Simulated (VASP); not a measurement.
# CuAu (Tetraauricupride) (P4/mmm) in VASP: a series of runs, part 2 of 2

VASP 6.6.1.

## Step 3: Relaxation of cell and atoms, PBEsol

This run uses another cell than the first one, of 15.01 Å³/atom, 1.056 times its volume.

The input, INCAR:

```
  ALGO = Normal
  EDIFF = 1E-6
  EDIFFG = -0.005
  ENCUT = 600
  GGA = PS
  IBRION = 2
  ISIF = 3
  ISMEAR = 0
  LASPH = True
  LCHARG = False
  LREAL = False
  LWAVE = False
  NELM = 100
  NSW = 70
  PREC = Accurate
  SIGMA = 0.1
```

The input, KPOINTS:

```
k-points
0
Gamma
  16 16 12
```

The input, POSCAR:

```
CuAu
1.0
    2.8712762975      0.0000000000      0.0000000000
    0.0000000000      2.8712762975      0.0000000000
    0.0000000000      0.0000000000      3.6404327320
Cu Au
1 1
Direct
    0.5000000000      0.5000000000      0.5000000000
    0.0000000000      0.0000000000      0.0000000000
```

Potentials or basis: VASP PAW PBE potentials, release 64 (Cu, Au).

The run is started by

```sh
> cat potpaw_PBE.64/Cu/POTCAR potpaw_PBE.64/Au/POTCAR > POTCAR
> mpirun -np 1 vasp_std > vasp.out
```

OUTCAR:

```text
EDIFF = 1E-6
   EDIFFG = -0.005
   ENCUT = 600
   GGA = PS
   IBRION = 2
   ISIF = 3
   ISMEAR = 0
   LASPH = True
   LREAL = False
   NELM = 100
   NSW = 70
   PREC = Accurate

 ion  position               nearest neighbor table
   1  0.500  0.500  0.500-   2 2.73   2 2.73   2 2.73   2 2.73   2 2.73   2 2.73   2 2.73   2 2.73

   2  0.000  0.000  0.000-   1 2.73   1 2.73   1 2.73   1 2.73   1 2.73   1 2.73   1 2.73   1 2.73

  LATTYP: Found a simple tetragonal cell.
 ALAT       =     2.8712762975
 C/A-ratio  =     1.2678796308

  Lattice vectors:

 A1 = (   2.8712762975,   0.0000000000,   0.0000000000)
 A2 = (   0.0000000000,   2.8712762975,   0.0000000000)
 A3 = (   0.0000000000,   0.0000000000,   3.6404327320)

Analysis of symmetry for initial positions (statically):
=====================================================================
 Subroutine PRICEL returns:
 Original cell was already a primitive cell.

 Routine SETGRP: Setting up the symmetry group for a
 simple tetragonal supercell.

 Subroutine GETGRP returns: Found 16 space group operations
 (whereof 16 operations were pure point group operations)
 out of a pool of 16 trial point group operations.

The static configuration has the point symmetry D_4h.

Analysis of symmetry for dynamics (positions and initial velocities):
=====================================================================
 Subroutine PRICEL returns:
 Original cell was already a primitive cell.

 Routine SETGRP: Setting up the symmetry group for a
 simple tetragonal supercell.

 Subroutine GETGRP returns: Found 16 space group operations
 (whereof 16 operations were pure point group operations)
 out of a pool of 16 trial point group operations.

The dynamic configuration has the point symmetry D_4h.

 Subroutine INISYM returns: Found 16 space group operations
 (whereof 16 operations are pure point group operations),
 and found     1 'primitive' translations

[... 147 lines left out ...]

  FORCE on cell =-STRESS in cart. coord.  units (eV):
  Direction    XX          YY          ZZ          XY          YZ          ZX
  --------------------------------------------------------------------------------------
  -------------------------------------------------------------------------------------
  Total       -1.5103846     -1.5103846     -1.4384774      0.0000000     -0.0000000      0.0000000
  in kB      -80.6297217    -80.6297217    -76.7910586      0.0000000     -0.0000000      0.0000000
  external PRESSURE =     -79.3501673 kB  Pullay stress =       0.0000000 kB
[... 89 lines left out ...]
  FREE ENERGIE OF THE ION-ELECTRON SYSTEM (eV)
  ---------------------------------------------------
  free  energy   TOTEN  =        -8.3597210830 eV

  energy  without entropy=       -8.3567396248  energy(sigma->0) =       -8.35823035

[... ionic steps 4 to 8 ...]

--------------------------------------- Ionic step        9  -------------------------------------------

 number of electron      21.9999995 magnetization

------------------------ aborting loop because EDIFF is reached ----------------------------------------
[... 67 lines left out ...]
--------------------------------------- Ionic step       11  -------------------------------------------

 number of electron      21.9999995 magnetization

 Free energy of the ion-electron system (eV)
  ---------------------------------------------------
  ext. energy  EPLUGINS =         0.00000000
  ---------------------------------------------------
  free energy    TOTEN  =        -8.35974488 eV

  energy without entropy =       -8.35676933  energy(sigma->0) =       -8.35825711

 E-fermi :   8.8991     XC(G=0): -12.9708

 val. band max:        8.8822325195   @ k =   0.3750   0.3750   0.2500
 cond. band min:       8.9032990622   @ k =   0.5000   0.3125   0.0833
 fundamental gap:      0.0210665427
 Fermi energy:         8.8991034846

 k-point     1 :       0.0000    0.0000    0.0000
  band No.  band energies     occupation
      1      -1.1461      2.00000
      2       2.1695      2.00000
      3       2.3030      2.00000
      4       4.7015      2.00000
      5       4.7015      2.00000
      6       5.7316      2.00000
      7       6.0483      2.00000
      8       6.7500      2.00000
      9       7.1690      2.00000
     10       7.3966      2.00000
     11       7.3966      2.00000
     12      11.3782      0.00000
     13      17.6970      0.00000
     14      18.5474      0.00000
[... 401 lines left out ...]
      2       3.2790      2.00000
      3       3.3956      2.00000
      4       3.4703      2.00000
      5       4.6898      2.00000
      6       5.2208      2.00000
      7       6.2279      2.00000
      8       6.4789      2.00000
      9       6.5084      2.00000
     10       6.7285      2.00000
     11       8.0081      2.00000
     12       8.6714      1.99872
     13      18.9852      0.00000
     14      19.2999      0.00000
     15      20.2599      0.00000

 [... further k-points ...]
[... 5 lines left out ...]
  --------------------------------------------------------------------------------------
  -------------------------------------------------------------------------------------
  Total       -0.0095803     -0.0095803      0.0059302      0.0000000     -0.0000000     -0.0000000
  in kB       -0.5394609     -0.5394609      0.3339274      0.0000000     -0.0000000     -0.0000000
  external PRESSURE =      -0.2483315 kB  Pullay stress =       0.0000000 kB
[... 17 lines left out ...]
  FREE ENERGIE OF THE ION-ELECTRON SYSTEM (eV)
  ---------------------------------------------------
  free  energy   TOTEN  =        -8.3597448849 eV

  energy  without entropy=       -8.3567693291  energy(sigma->0) =       -8.35825711

 reached required accuracy - stopping structural energy minimisation
```

CONTCAR:

```text
CuAu
   1.00000000000000
     2.8192282383930904   -0.0000000000000000    0.0000000000000000
    -0.0000000000000000    2.8192282383930904   -0.0000000000000000
    -0.0000000000000000   -0.0000000000000000    3.5798745620735444
  Cu              Au
     1     1
Direct
     0.5000000000000000    0.5000000000000000    0.5000000000000000
     1.0000000000000000    1.0000000000000000    0.0000000000000000

  0.00000000E+00  0.00000000E+00  0.00000000E+00
  0.00000000E+00  0.00000000E+00  0.00000000E+00
```

It took 9.7 min on 1 thread of Intel Xeon Platinum 8375C at 2.90GHz (Ice Lake), shared host; peak memory 0.33 GiB.

Results:

* Free energy: -8.3597 eV
* Relaxed volume: 14.23 Å³/atom
* Relaxed cell: a = 2.819 Å, b = 2.819 Å, c = 3.580 Å, α = 90.00°, β = 90.00°, γ = 90.00°
* Space group after relaxing (to 0.05 Å): P4/mmm (No. 123)
* Energy gained by relaxing: 20.4 meV/atom
* Ionic steps: 11
* Pressure after relaxing: 0.0 GPa
* Band gap on the k mesh: zero (band 11 reaches 14.16 eV, above the bottom of band 12 at 6.81 eV)

Step by step:
| step | energy change (eV) | largest force (eV/Å) | pressure (GPa) | volume (Å³) |
| --- | --- | --- | --- | --- |
| 1 | 0.0000 | 0.0000 | -7.94 | 30.01 |
| 2 | 0.0096 | 0.0000 | 10.81 | 26.90 |
| 3 | -0.0408 | 0.0000 | -0.27 | 28.48 |
| 4 | -0.0408 | 0.0000 | 0.13 | 28.43 |
| 5 | -0.0408 | 0.0000 | -0.12 | 28.48 |
| 6 | -0.0408 | 0.0000 | -0.05 | 28.46 |
| 7 | -0.0408 | 0.0000 | -0.08 | 28.46 |
| 8 | -0.0408 | 0.0000 | 0.04 | 28.44 |
| 9 | -0.0408 | 0.0000 | 0.02 | 28.45 |
| 10 | -0.0408 | 0.0000 | -0.02 | 28.45 |
| 11 | -0.0408 | 0.0000 | -0.02 | 28.45 |

Final structure:
```
CELL_PARAMETERS angstrom
2.81923 0.00000 0.00000
0.00000 2.81923 0.00000
0.00000 0.00000 3.57987
ATOMIC_POSITIONS crystal
Cu 0.50000 0.50000 0.50000
Au 0.00000 0.00000 0.00000
```

Caveat: the PAW data sets were made with another functional, which shifts forces and pressure a little; spin-orbit coupling is left out, which moves the levels of the heavy elements.
